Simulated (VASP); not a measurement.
# P in VASP: relaxation of cell and atoms with r2SCAN+rVV10

Aim: the relaxation of cell and atoms of P with r2SCAN+rVV10.

Program: VASP 6.6.1. These are calculated values, not measurements. Logs are shortened: lines on timing, memory, paths and dates and some standing lists are left out, and cuts for length are marked.

**1. The cell of the first run**

The cell holds a slab with vacuum, 4 atoms: a = 3.316 Å, b = 4.379 Å, c = 20.131 Å, α = 90.00°, β = 90.00°, γ = 90.00°.

**2. Relaxation of cell and atoms, r2SCAN+rVV10**

The input, INCAR:

```
ALGO = Normal
BPARAM = 11.95
CPARAM = 0.0093
EDIFF = 1E-6
EDIFFG = -0.01
ENCUT = 600
IBRION = 2
ISIF = 3
ISMEAR = 0
IVDW_NL = 2
KPAR = 2
LASPH = T
LATTICE_CONSTRAINTS = .TRUE. .TRUE. .FALSE.
LCHARG = F
LMIXTAU = T
LREAL = F
LUSE_VDW = T
LWAVE = F
METAGGA = R2SCAN
NELM = 120
NSW = 90
PREC = Accurate
SIGMA = 0.03
```

The input, KPOINTS:

```
k-points
0
Gamma
  10 8 1
```

The input, POSCAR:

```
P
1.0
    3.3164000000      0.0000000000      0.0000000000
    0.0000000000      4.3793000000      0.0000000000
    0.0000000000      0.0000000000     20.1307681600
P
4
Direct
    0.0000000000      0.5806800000      0.4470768300
    0.5000000000      0.9193200000      0.4470768300
    0.5000000000      0.0806800000      0.5529231700
    0.0000000000      0.4193200000      0.5529231700
```

Potentials or basis: VASP PAW PBE potentials, release 64 (P).

Run with:

```bash
cat potpaw_PBE.64/P/POTCAR > POTCAR
mpirun -np 2 vasp_std > vasp.out
```

OUTCAR:

```text
BPARAM = 11.95
   EDIFF = 1E-6
   EDIFFG = -0.01
   ENCUT = 600
   IBRION = 2
   ISIF = 3
   ISMEAR = 0
   IVDW_NL = 2
   LASPH = T
   LREAL = F
   METAGGA = R2SCAN
   NELM = 120
   NSW = 90
   PREC = Accurate

 ion  position               nearest neighbor table
   1  0.000  0.581  0.447-   2 2.22   2 2.22   4 2.24
   2  0.500  0.919  0.447-   1 2.22   1 2.22   3 2.24
   3  0.500  0.081  0.553-   4 2.22   4 2.22   2 2.24
   4  0.000  0.419  0.553-   3 2.22   3 2.22   1 2.24

  LATTYP: Found a simple orthorhombic cell.
 ALAT       =     3.3164000000
 B/A-ratio  =     1.3204981305
 C/A-ratio  =     6.0700663852

  Lattice vectors:

 A1 = (   3.3164000000,   0.0000000000,   0.0000000000)
 A2 = (   0.0000000000,   4.3793000000,   0.0000000000)
 A3 = (   0.0000000000,   0.0000000000,  20.1307681600)

Analysis of symmetry for initial positions (statically):
=====================================================================
 Subroutine PRICEL returns:
 Original cell was already a primitive cell.

 Routine SETGRP: Setting up the symmetry group for a
 simple orthorhombic supercell.

 Subroutine GETGRP returns: Found  8 space group operations
 (whereof  4 operations were pure point group operations)
 out of a pool of  8 trial point group operations.

The static configuration has the point symmetry C_2h.
 The point group associated with its full space group is D_2h.

Analysis of symmetry for dynamics (positions and initial velocities):
=====================================================================
 Subroutine PRICEL returns:
 Original cell was already a primitive cell.

 Routine SETGRP: Setting up the symmetry group for a
 simple orthorhombic supercell.

 Subroutine GETGRP returns: Found  8 space group operations
 (whereof  4 operations were pure point group operations)
 out of a pool of  8 trial point group operations.

The dynamic configuration has the point symmetry C_2h.
 The point group associated with its full space group is D_2h.

 Subroutine INISYM returns: Found  8 space group operations
 (whereof  4 operations are pure point group operations),
 and found     1 'primitive' translations

----------------------------------------------------------------------------------------
[... 110 lines left out ...]
   EMIN   =  10.00;   EMAX   =-10.00  energy-range for DOS
   EFERMI =   0.00;   METHOD = LEGACY
   ISMEAR =     0;   SIGMA  =   0.03  broadening in eV -4-tet -1-fermi 0-gaus
   EFERMI_NEDOS =   21; number of points for ismear=-14 and -15
   IALGO  =     38    algorithm
   IMIX   =      4    mixing-type and parameters
     AMIX     =   0.40;   BMIX     =  1.00
     AMIX_MAG =   1.60;   BMIX_MAG =  1.00
  volume/ion in A,a.u.               =      73.09       493.25
  Fermi-wavevector in a.u.,A,eV,Ry     =   0.669536  1.265240  6.099206  0.448279
  Thomas-Fermi vector in A             =   1.744781
   LORBIT       =      0    0 simple, 1 ext, 2 COOP (PROOUT), +10 PAW based schemes
   METAGGA = R2SCAN    functional components
   LHFCALC =     F    Hartree Fock is set to
   AEXX    =    0.0000 exact exchange contribution
   IVDW_NL    =     2    kernel type
   BPARAM     =11.9500
   IVDW    =     0    specifies the selected vdW correction
   LEPSILON=     F    determine dielectric tensor
   LRPA    =     F    only Hartree local field effects (RPA)
 conjugate gradient relaxation of ions
 non-spin polarized calculation
 Gauss-broadening in eV      SIGMA  =   0.03
  energy-cutoff  :      600.00
  volume of cell :      292.37
 maximum number of plane-waves:      9806
 NGX is ok and might be reduce to    28
   NGX = 13   NGY = 17   NGZ = 81

--------------------------------------- Ionic step        1  -------------------------------------------

 number of electron      19.9999999 magnetization

 Free energy of the ion-electron system (eV)
  ---------------------------------------------------
  ext. energy  EPLUGINS =         0.00000000
  ---------------------------------------------------
  free energy    TOTEN  =       -35.17703247 eV

  energy without entropy =      -35.17703247  energy(sigma->0) =      -35.17703247

------------------------ aborting loop because EDIFF is reached ----------------------------------------

  FORCE on cell =-STRESS in cart. coord.  units (eV):
  Direction    XX          YY          ZZ          XY          YZ          ZX
  --------------------------------------------------------------------------------------
  -------------------------------------------------------------------------------------
  Total       -0.4491977      0.1587631     -0.6385861      0.0000000     -0.0000000      0.0000000
  in kB       -2.4615925      0.8700178     -3.4994365      0.0000000     -0.0000000      0.0000000
  external PRESSURE =      -1.6970037 kB  Pullay stress =       0.0000000 kB
[... 291 lines left out ...]
--------------------------------------- Ionic step        9  -------------------------------------------

 number of electron      20.0000000 magnetization

 Free energy of the ion-electron system (eV)
  ---------------------------------------------------
  ext. energy  EPLUGINS =         0.00000000
  ---------------------------------------------------
  free energy    TOTEN  =       -35.21767254 eV

  energy without entropy =      -35.21767254  energy(sigma->0) =      -35.21767254

 E-fermi :  -2.2340     XC(G=0):  -3.0371

 val. band max:       -2.3943763612   @ k =   0.0000   0.0000   0.0000
 cond. band min:      -1.3421482715   @ k =   0.0000   0.0000   0.0000
 fundamental gap:      1.0522280897
 Fermi energy:        -2.2339514251

 k-point     1 :       0.0000    0.0000    0.0000
  band No.  band energies     occupation
      1     -18.3422      2.00000
      2     -15.6919      2.00000
      3     -12.0617      2.00000
      4      -8.4981      2.00000
      5      -7.2122      2.00000
      6      -7.1497      2.00000
      7      -6.0980      2.00000
      8      -4.4118      2.00000
      9      -4.1676      2.00000
     10      -2.3944      2.00000
     11      -1.3421      0.00000
     12      -0.5694      0.00000
     13       0.5758      0.00000
     14       1.1881      0.00000
[... 377 lines left out ...]
      1     -15.0132      2.00000
      2     -15.0132      2.00000
      3     -12.7769      2.00000
      4     -12.7769      2.00000
      5      -7.8555      2.00000
      6      -7.8555      2.00000
      7      -6.8560      2.00000
      8      -6.8560      2.00000
      9      -3.6353      2.00000
     10      -3.6353      2.00000
     11       0.1437      0.00000
     12       0.1437      0.00000
     13       1.1840      0.00000
     14       1.1840      0.00000

 [... further k-points ...]
[... 5 lines left out ...]
  --------------------------------------------------------------------------------------
  -------------------------------------------------------------------------------------
  Total       -0.0031393      0.0016442     -0.0145480      0.0000000      0.0000000      0.0000000
  in kB       -0.0166164      0.0087025     -0.0770025      0.0000000      0.0000000      0.0000000
  external PRESSURE =      -0.0283055 kB  Pullay stress =       0.0000000 kB
[... 19 lines left out ...]
  FREE ENERGIE OF THE ION-ELECTRON SYSTEM (eV)
  ---------------------------------------------------
  free  energy   TOTEN  =       -35.2176725442 eV

  energy  without entropy=      -35.2176725442  energy(sigma->0) =      -35.21767254

 reached required accuracy - stopping structural energy minimisation
```

CONTCAR:

```text
P
   1.00000000000000
     3.2812036028554732    0.0000000000000000    0.0000000000000000
     0.0000000000000000    4.5826331605071751    0.0000000000000000
     0.0000000000000000    0.0000000000000000   20.1307681599999988
  P
     4
Direct
     0.0000000000000000    0.5904085722054350    0.4482663118659321
     0.5000000000000000    0.9095914277945650    0.4482663118659321
     0.5000000000000000    0.0904085722054350    0.5517336881340681
     0.0000000000000000    0.4095914277945650    0.5517336881340681

  0.00000000E+00  0.00000000E+00  0.00000000E+00
  0.00000000E+00  0.00000000E+00  0.00000000E+00
  0.00000000E+00  0.00000000E+00  0.00000000E+00
  0.00000000E+00  0.00000000E+00  0.00000000E+00
```

Run time: 82 min. Hardware: 2 MPI ranks of AMD EPYC 7R13 (Zen 3), shared host; peak memory 1.1 GiB.

Results:

```
Free energy                           : -35.2177 eV
Relaxed cell                          : a = 3.281 Å, b = 4.583 Å, c = 20.131 Å, α = 90.00°, β = 90.00°, γ = 90.00°
Space group after relaxing (to 0.1 Å) : Pmna (No. 53)
Energy gained by relaxing             : 10.2 meV/atom
Ionic steps                           : 9
Largest force after relaxing          : 0.005 eV/Å
Band gap on the k mesh                : 1.05 eV
```

Forces on the atoms (eV/Å):
```
P    0.000 -0.005  0.000
P    0.000  0.005  0.000
P    0.000 -0.005  0.000
P    0.000  0.005  0.000
```

Step by step:
| step | energy change (eV) | largest force (eV/Å) | pressure (GPa) | volume (Å³) |
| --- | --- | --- | --- | --- |
| 1 | 0.0000 | 0.3515 | -0.17 | 292.37 |
| 2 | -0.0146 | 0.0754 | 0.21 | 291.34 |
| 3 | -0.0147 | 0.0774 | 0.25 | 291.26 |
| 4 | -0.0271 | 0.0346 | 0.17 | 294.68 |
| 5 | -0.0377 | 0.0789 | 0.03 | 301.75 |
| 6 | -0.0378 | 0.0853 | 0.02 | 302.26 |
| 7 | -0.0405 | 0.0337 | 0.02 | 302.49 |
| 8 | -0.0406 | 0.0268 | 0.02 | 302.54 |
| 9 | -0.0406 | 0.0047 | 0.00 | 302.70 |

Final structure:
```
P
1.0
     3.28120    0.00000    0.00000
     0.00000    4.58263    0.00000
     0.00000    0.00000   20.13077
P
4
Direct
  0.00000 0.59041 0.44827
  0.50000 0.90959 0.44827
  0.50000 0.09041 0.55173
  0.00000 0.40959 0.55173
```

Levels at points of the mesh, in eV from the valence-band top:
```tsv
k point	band 8	band 9	band 10	band 11	band 12	band 13
(0.00, 0.00, 0.00)	-2.02	-1.77	0.00	1.05	1.83	2.97
(0.50, 0.00, 0.00)	-2.90	-2.05	-2.05	1.47	1.47	2.44
(0.00, 0.50, 0.00)	-2.86	-1.38	-1.38	2.39	2.39	3.96
(0.50, 0.50, 0.00)	-4.79	-1.19	-1.19	2.60	2.60	4.19
```

Caveat: the PAW data sets were made with another functional, which shifts forces and pressure a little. Zero-point motion and thermal expansion aren't in these numbers.
